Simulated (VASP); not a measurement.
Crystal: NaH.

```xyz
2
Lattice="0.0000 2.4400 2.4400 2.4400 0.0000 2.4400 2.4400 2.4400 0.0000" Properties=species:S:1:pos:R:3 pbc="T T T"
Na    0.0000    0.0000    0.0000
H     2.4400    2.4400    2.4400
```

Program: VASP 6.6.1. Alike in all runs: task single point; no spin polarisation; cell as given; cutoff (eV) 520.

Problem. Order these runs on this cell by their band gap on the k mesh, lowest first.
A. level PBE-based screened hybrid with 30 % exact exchange; potentials or basis VASP PAW PBE potentials, release 64 (Na_pv, H); k mesh 5 × 5 × 5; smearing fermi-dirac 0.05 eV; grid for exact exchange (PRECFOCK) Normal; share of exact exchange 0.3; screening parameter 0.2 1/Å
B. level PBE-based screened hybrid with 5 % exact exchange; potentials or basis VASP PAW PBE potentials, release 64 (Na_pv, H); k mesh 5 × 5 × 5; smearing fermi-dirac 0.05 eV; grid for exact exchange (PRECFOCK) Normal; share of exact exchange 0.05; screening parameter 0.2 1/Å
C. level PBE-based screened hybrid with 25 % exact exchange; potentials or basis VASP PAW PBE potentials, release 64 (Na_pv, H); k mesh 5 × 5 × 5; smearing fermi-dirac 0.05 eV; grid for exact exchange (PRECFOCK) Normal; share of exact exchange 0.25; screening parameter 0.2 1/Å
D. level LDA; potentials or basis VASP PAW LDA potentials, release 64 (Na_pv, H); k mesh 9 × 9 × 9; smearing gaussian 0.1 eV
E. level RPBE; potentials or basis VASP PAW PBE potentials, release 64 (Na_pv, H); k mesh 9 × 9 × 9; smearing gaussian 0.1 eV

Solution. D (3.67 eV), E (4.22 eV), B (4.75 eV), C (5.62 eV), A (5.84 eV).

Caveats: some runs use coarse meshes; an odd mesh through Γ misses points on the zone boundary, where band edges can lie.
